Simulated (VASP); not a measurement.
# TiSb2 (I4/mcm) in VASP: notebook

TiSb2 is run at these levels: LDA; tasks: single point.

Everything below comes from runs of VASP 6.6.1. Logs are shortened: lines on timing, memory, paths and dates and some standing lists are left out, and cuts for length are marked.

**1. The cell of the first run**

The structure is tetragonal, space group I4/mcm (No. 140). The conventional cell has a = 6.547 Å, b = 6.547 Å, c = 5.719 Å, α = 90.00°, β = 90.00°, γ = 90.00°. Ti (site symmetry 422) has 2 Ti at 2.86 Å and 8 Sb at 2.87 Å within 3.8 Å. Sb (site symmetry m2m) has 11 Sb at 2.81 to 3.52 Å and 4 Ti at 2.87 Å within 3.7 Å.

**2. Single point, LDA**

Contents of INCAR:

```
PREC = Accurate
ENCUT = 520
EDIFF = 1E-6
ISMEAR = -1
SIGMA = 0.02
LREAL = False
LASPH = True
NELM = 80
ALGO = Normal
ISIF = 2
LWAVE = False
LCHARG = False
GGA = CA
NBANDS = 31
```

Contents of KPOINTS:

```
Automatic mesh
0
Gamma
  6 6 6
```

Contents of POSCAR:

```
TiSb2
1.0
   -3.2735484164      3.2735484164      2.8596853884
    3.2735484164     -3.2735484164      2.8596853884
    3.2735484164      3.2735484164     -2.8596853884
Ti Sb
2 4
Direct
    0.2500000000      0.2500000000      0.0000000000
    0.7500000000      0.7500000000      0.0000000000
    0.6515600000      0.1515600000      0.8031200000
    0.1515600000      0.3484400000      0.5000000000
    0.3484400000      0.8484400000      0.1968800000
    0.8484400000      0.6515600000      0.5000000000
```

Potentials or basis: VASP PAW LDA potentials, release 64 (Ti_sv, Sb).

Run with:

```sh
> cat potpaw_LDA.64/Ti_sv/POTCAR potpaw_LDA.64/Sb/POTCAR > POTCAR
> mpirun -np 1 vasp_std > vasp.out
```

OUTCAR:

```text
PREC = Accurate
   ENCUT = 520
   EDIFF = 1E-6
   ISMEAR = -1
   LREAL = False
   LASPH = True
   NELM = 80
   ISIF = 2
   GGA = CA

 ion  position               nearest neighbor table
   1  0.250  0.250  0.000-   2 2.86   2 2.86   6 2.87   4 2.87   4 2.87   6 2.87   3 2.87   5 2.87
                             3 2.87   5 2.87
   2  0.750  0.750  0.000-   1 2.86   1 2.86   5 2.87   6 2.87   6 2.87   3 2.87   4 2.87   4 2.87
                             5 2.87   3 2.87
   3  0.652  0.152  0.803-   5 2.81   2 2.87   1 2.87   2 2.87   1 2.87   5 3.39   5 3.39   6 3.48
                             4 3.48   4 3.48   6 3.48   6 3.52   4 3.52   4 3.52   6 3.52
   4  0.152  0.348  0.500-   6 2.81   1 2.87   2 2.87   1 2.87   2 2.87   6 3.39   6 3.39   5 3.48
                             3 3.48   3 3.48   5 3.48   3 3.52   5 3.52   3 3.52   5 3.52
   5  0.348  0.848  0.197-   3 2.81   1 2.87   2 2.87   1 2.87   2 2.87   3 3.39   3 3.39   6 3.48
                             4 3.48   6 3.48   4 3.48   6 3.52   4 3.52   6 3.52   4 3.52
   6  0.848  0.652  0.500-   4 2.81   2 2.87   1 2.87   2 2.87   1 2.87   4 3.39   4 3.39   5 3.48
                             3 3.48   3 3.48   5 3.48   3 3.52   5 3.52   5 3.52   3 3.52

  LATTYP: Found a body centered tetragonal cell.
 ALAT       =     6.5470968328
 C/A-ratio  =     0.8735735736

  Lattice vectors:

 A1 = (  -3.2735484164,   3.2735484164,   2.8596853884)
 A2 = (   3.2735484164,  -3.2735484164,   2.8596853884)
 A3 = (   3.2735484164,   3.2735484164,  -2.8596853884)

Analysis of symmetry for initial positions (statically):
=====================================================================
 Subroutine PRICEL returns:
 Original cell was already a primitive cell.

 Routine SETGRP: Setting up the symmetry group for a
 body centered tetragonal supercell.

 Subroutine GETGRP returns: Found 16 space group operations
 (whereof  8 operations were pure point group operations)
 out of a pool of 16 trial point group operations.

The static configuration has the point symmetry C_4h.
 The point group associated with its full space group is D_4h.

Analysis of symmetry for dynamics (positions and initial velocities):
=====================================================================
 Subroutine PRICEL returns:
 Original cell was already a primitive cell.

 Routine SETGRP: Setting up the symmetry group for a
 body centered tetragonal supercell.

 Subroutine GETGRP returns: Found 16 space group operations
 (whereof  8 operations were pure point group operations)
 out of a pool of 16 trial point group operations.

The dynamic configuration has the point symmetry C_4h.
 The point group associated with its full space group is D_4h.

 Subroutine INISYM returns: Found 16 space group operations
 (whereof  8 operations are pure point group operations),
 and found     1 'primitive' translations

----------------------------------------------------------------------------------------

                                     Primitive cell

  volume of cell :     122.5789

  direct lattice vectors                    reciprocal lattice vectors
    -3.273548416  3.273548416  2.859685388     0.000000000  0.152739455  0.174844408
     3.273548416 -3.273548416  2.859685388     0.152739455  0.000000000  0.174844408
     3.273548416  3.273548416 -2.859685388     0.152739455  0.152739455  0.000000000

  length of vectors
     5.441510727  5.441510727  5.441510727     0.232163538  0.232163538  0.216006208

  position of ions in fractional coordinates (direct lattice)
     0.250000000  0.250000000  0.000000000
     0.750000000  0.750000000  0.000000000
     0.651560000  0.151560000  0.803120000
     0.151560000  0.348440000  0.500000000
     0.348440000  0.848440000  0.196880000
     0.848440000  0.651560000  0.500000000

  ion indices of the primitive-cell ions
   primitive index   ion index
                 1           1
                 2           2
                 3           3
                 4           4
                 5           5
                 6           6

----------------------------------------------------------------------------------------

 KPOINTS: Automatic mesh

Automatic generation of k-mesh.
 Grid dimensions read from file:
 generate k-points for:    6    6    6

 Generating k-lattice:

  Cartesian coordinates                     Fractional coordinates (reciprocal lattice)
     0.000000000  0.025456576  0.029140735     0.166666667  0.000000000 -0.000000000
     0.025456576  0.000000000  0.029140735     0.000000000  0.166666667 -0.000000000
     0.025456576  0.025456576  0.000000000     0.000000000  0.000000000  0.166666667

  Length of vectors
     0.038693923  0.038693923  0.036001035

  Shift w.r.t. Gamma in fractional coordinates (k-lattice)
     0.000000000  0.000000000  0.000000000

 Subroutine IBZKPT returns following result:
 ===========================================

 Found     30 irreducible k-points:

 Following reciprocal coordinates:
            Coordinates               Weight
  0.000000  0.000000  0.000000      1.000000
  0.166667  0.000000 -0.000000      8.000000
  0.333333  0.000000  0.000000      8.000000
  0.500000  0.000000  0.000000      4.000000
  0.166667  0.166667 -0.000000      8.000000
  0.333333  0.166667 -0.000000     16.000000
[... 16 lines left out ...]
 -0.333333 -0.333333  0.166667      8.000000
 -0.166667 -0.333333  0.166667      8.000000
 [... further k-points ...]
   k-points           NKPTS =     30   k-points in BZ     NKDIM =     30   number of bands    NBANDS=     31
   number of dos      NEDOS =    301   number of ions     NIONS =      6
   total plane-waves  NPLWV =  64000
   dimension x,y,z NGX =    40 NGY =   40 NGZ =   40
   dimension x,y,z NGXF=    80 NGYF=   80 NGZF=   80
   ions per type =               2   4
   NGX,Y,Z   is equivalent  to a cutoff of  12.22, 12.22, 12.22 a.u.
   NGXF,Y,Z  is equivalent  to a cutoff of  24.44, 24.44, 24.44 a.u.
 SYSTEM =  unknown system
   PREC   = accura    normal or accurate (medium, high low for compatibility)
   ISTART =      0    job   : 0-new  1-cont  2-samecut
   ICHARG =      2    charge: 1-file 2-atom 10-const
   ISPIN  =      1    spin polarized calculation?
   LNONCOLLINEAR =      F non collinear calculations
   LSORBIT =      F    spin-orbit coupling
   LASPH  =      T    aspherical Exc in radial PAW
   ENCUT  =  520.0 eV  38.22 Ry    6.18 a.u.  10.12 10.12 10.12*2*pi/ulx,y,z
   NELM   =     80;   NELMIN=  2; NELMDL= -5     # of ELM steps
   EDIFF  = 0.1E-05   stopping-criterion for ELM
   LREAL  =      F    real-space projection
   EDIFFG = 0.1E-04   stopping-criterion for IOM
   NSW    =      0    number of steps for IOM
   IBRION =     -1    ionic relax: 0-MD 1-quasi-New 2-CG
   NFREE  =      0    steps in history (QN), initial steepest desc. (CG)
   ISIF   =      2    stress and relaxation
   ISYM   =      2    0-nonsym 1-usesym 2-fastsym
   POTIM  = 0.5000    time-step for ionic-motion
   TEBEG  =    0.0;   TEEND  =   0.0 temperature during run
   PSTRESS=    0.0 pullay stress
   NELECT =      44.0000    total number of electrons
   NUPDOWN=      -1.0000    fix difference up-down
   EMIN   =  10.00;   EMAX   =-10.00  energy-range for DOS
   EFERMI =   0.00;   METHOD = LEGACY
   ISMEAR =    -1;   SIGMA  =   0.02  broadening in eV -4-tet -1-fermi 0-gaus
   EFERMI_NEDOS =   21; number of points for ismear=-14 and -15
   IALGO  =     38    algorithm
   IMIX   =      4    mixing-type and parameters
     AMIX     =   0.40;   BMIX     =  1.00
     AMIX_MAG =   1.60;   BMIX_MAG =  1.00
  volume/ion in A,a.u.               =      20.43       137.87
  Fermi-wavevector in a.u.,A,eV,Ry     =   1.163466  2.198632 18.417577  1.353654
  Thomas-Fermi vector in A             =   2.300016
   LORBIT       =      0    0 simple, 1 ext, 2 COOP (PROOUT), +10 PAW based schemes
   GGA     = CA    functional components
   LHFCALC =     F    Hartree Fock is set to
   AEXX    =    0.0000 exact exchange contribution
   IVDW    =     0    specifies the selected vdW correction
   LEPSILON=     F    determine dielectric tensor
   LRPA    =     F    only Hartree local field effects (RPA)
 non-spin polarized calculation
  energy-cutoff  :      520.00
  volume of cell :      122.58
 maximum number of plane-waves:      3338
   NGX = 21   NGY = 21   NGZ = 21

 number of electron      44.0000008 magnetization

 Free energy of the ion-electron system (eV)
  ---------------------------------------------------
  ext. energy  EPLUGINS =         0.00000000
  ---------------------------------------------------
  free energy    TOTEN  =       -39.23922033 eV

  energy without entropy =      -39.23522941  energy(sigma->0) =      -39.23722487

 E-fermi :  10.2301     XC(G=0): -11.3760

 val. band max:       10.2279741394   @ k =  -0.3333  -0.3333   0.3333
 cond. band min:      10.2329924179   @ k =  -0.3333  -0.3333   0.1667
 fundamental gap:      0.0050182785
 Fermi energy:        10.2300998633

 k-point     1 :       0.0000    0.0000    0.0000
  band No.  band energies     occupation
      1     -45.9309      2.00000
      2     -45.8770      2.00000
      3     -22.7646      2.00000
      4     -22.6501      2.00000
      5     -22.6501      2.00000
      6     -22.5980      2.00000
[... 23 lines left out ...]
     30      12.8860      0.00000
     31      14.1657      0.00000

 k-point     2 :       0.1667    0.0000   -0.0000
  band No.  band energies     occupation
      1     -45.9273      2.00000
      2     -45.8807      2.00000
      3     -22.7361      2.00000
      4     -22.6468      2.00000
      5     -22.6468      2.00000
      6     -22.6017      2.00000
[... 23 lines left out ...]
     30      12.8426      0.00000
     31      13.3303      0.00000

 k-point     3 :       0.3333    0.0000    0.0000
  band No.  band energies     occupation
      1     -45.9175      2.00000
      2     -45.8906      2.00000
      3     -22.6575      2.00000
      4     -22.6376      2.00000
      5     -22.6375      2.00000
      6     -22.6115      2.00000
[... 23 lines left out ...]
     30      12.6698      0.00000
     31      13.1585      0.00000

 k-point     4 :       0.5000    0.0000    0.0000
  band No.  band energies     occupation
      1     -45.9041      2.00000
      2     -45.9041      2.00000
      3     -22.6247      2.00000
      4     -22.6247      2.00000
      5     -22.6246      2.00000
      6     -22.6246      2.00000
[... 23 lines left out ...]
     30      12.7439      0.00000
     31      13.5148      0.00000

 k-point     5 :       0.1667    0.1667   -0.0000
  band No.  band energies     occupation
      1     -45.9175      2.00000
      2     -45.8905      2.00000
      3     -22.6573      2.00000
      4     -22.6377      2.00000
      5     -22.6361      2.00000
      6     -22.6128      2.00000
[... 23 lines left out ...]
     30      12.8268      0.00000
     31      12.9757      0.00000
[... 542 lines left out ...]
     30      13.5712      0.00000
     31      13.7114      0.00000

 k-point    22 :      -0.1667    0.5000    0.1667
  band No.  band energies     occupation
      1     -45.9174      2.00000
      2     -45.8908      2.00000
      3     -22.6583      2.00000
      4     -22.6404      2.00000
      5     -22.6403      2.00000
      6     -22.6092      2.00000
[... 23 lines left out ...]
     30      12.9510      0.00000
     31      13.6368      0.00000

 k-point    23 :      -0.3333   -0.3333    0.1667
  band No.  band energies     occupation
      1     -45.9173      2.00000
      2     -45.8908      2.00000
      3     -22.6585      2.00000
      4     -22.6418      2.00000
      5     -22.6403      2.00000
      6     -22.6093      2.00000
[... 23 lines left out ...]
     30      13.3137      0.00000
     31      13.8184      0.00000

 k-point    24 :      -0.1667   -0.3333    0.1667
  band No.  band energies     occupation
      1     -45.9042      2.00000
      2     -45.9040      2.00000
      3     -22.6269      2.00000
      4     -22.6269      2.00000
      5     -22.6224      2.00000
      6     -22.6224      2.00000
[... 23 lines left out ...]
     30      13.6147      0.00000
     31      13.8654      0.00000

 [... further k-points ...]

------------------------ aborting loop because EDIFF is reached ----------------------------------------

  FORCE on cell =-STRESS in cart. coord.  units (eV):
  Direction    XX          YY          ZZ          XY          YZ          ZX
  --------------------------------------------------------------------------------------
  -------------------------------------------------------------------------------------
  Total        1.1003365      1.1003365     -0.5889140      0.0000000      0.0000000     -0.0000000
  in kB       14.3820344     14.3820344     -7.6974461      0.0000000      0.0000000     -0.0000000
  external PRESSURE =       7.0222075 kB  Pullay stress =       0.0000000 kB

 VOLUME and BASIS-vectors are now :
 -----------------------------------------------------------------------------
  energy-cutoff  :      520.00
  volume of cell :      122.58
      direct lattice vectors                 reciprocal lattice vectors
    -3.273548416  3.273548416  2.859685388     0.000000000  0.152739455  0.174844408
     3.273548416 -3.273548416  2.859685388     0.152739455  0.000000000  0.174844408
     3.273548416  3.273548416 -2.859685388     0.152739455  0.152739455  0.000000000

 POSITION                                       TOTAL-FORCE (eV/Angst)
 -----------------------------------------------------------------------------------
      0.00000      0.00000      1.42984         0.000000      0.000000     -0.000000
      0.00000      0.00000      4.28953         0.000000      0.000000     -0.000000
      0.99228      4.26583      0.00000         0.196540      0.196540     -0.000000
      2.28127      0.99228      0.00000        -0.196540      0.196540     -0.000000
      2.28127     -0.99228      2.85969        -0.196540     -0.196540      0.000000
      0.99228      2.28127      2.85969         0.196540     -0.196540     -0.000000
 -----------------------------------------------------------------------------------
    total drift:                               -0.000000     -0.000000      0.000000

  FREE ENERGIE OF THE ION-ELECTRON SYSTEM (eV)
  ---------------------------------------------------
  free  energy   TOTEN  =       -39.2392203295 eV

  energy  without entropy=      -39.2352294104  energy(sigma->0) =      -39.23722487
```

It took 97 s on 1 thread of Oxide Virtual Turin-like, shared host; peak memory 0.22 GiB.

Results:

```
Free energy            : -39.2392 eV
Pressure               : 0.7 GPa
Largest force          : 0.278 eV/Å
Band gap on the k mesh : zero (bands 22 and 23 overlap by 0.66 eV)
```

Forces in eV/Å, atoms in the order of the input:
```
Ti   0.000  0.000  0.000
Ti   0.000  0.000  0.000
Sb   0.197  0.197  0.000
Sb  -0.197  0.197  0.000
Sb  -0.197 -0.197  0.000
Sb   0.197 -0.197  0.000
```

Stress tensor (GPa, compression positive):
```
 1.44  0.00  0.00
 0.00  1.44  0.00
 0.00  0.00 -0.77
```

Levels at points of the mesh, in eV from the Fermi level:
| k point | band 18 | band 19 | band 20 | band 21 | band 22 | band 23 | band 24 | band 25 | band 26 | band 27 |
| --- | --- | --- | --- | --- | --- | --- | --- | --- | --- | --- |
| (0.00, 0.00, 0.00) | -3.02 | -3.02 | -2.42 | -1.65 | -0.86 | 0.50 | 0.87 | 1.63 | 1.63 | 1.86 |
| (0.50, 0.00, 0.00) | -1.96 | -1.25 | -1.25 | -0.58 | -0.58 | 0.58 | 0.58 | 1.05 | 1.05 | 2.02 |
| (0.50, 0.50, 0.00) | -2.69 | -2.33 | -2.01 | -0.68 | -0.66 | 0.42 | 0.76 | 1.08 | 1.88 | 2.19 |
| (0.50, 0.50, 0.50) | -2.03 | -0.72 | -0.50 | -0.41 | 0.63 | 0.63 | 0.71 | 0.86 | 2.04 | 2.04 |

Caveat: spin-orbit coupling is left out, which moves the levels of the heavy elements.

[end of part 1 of 2]
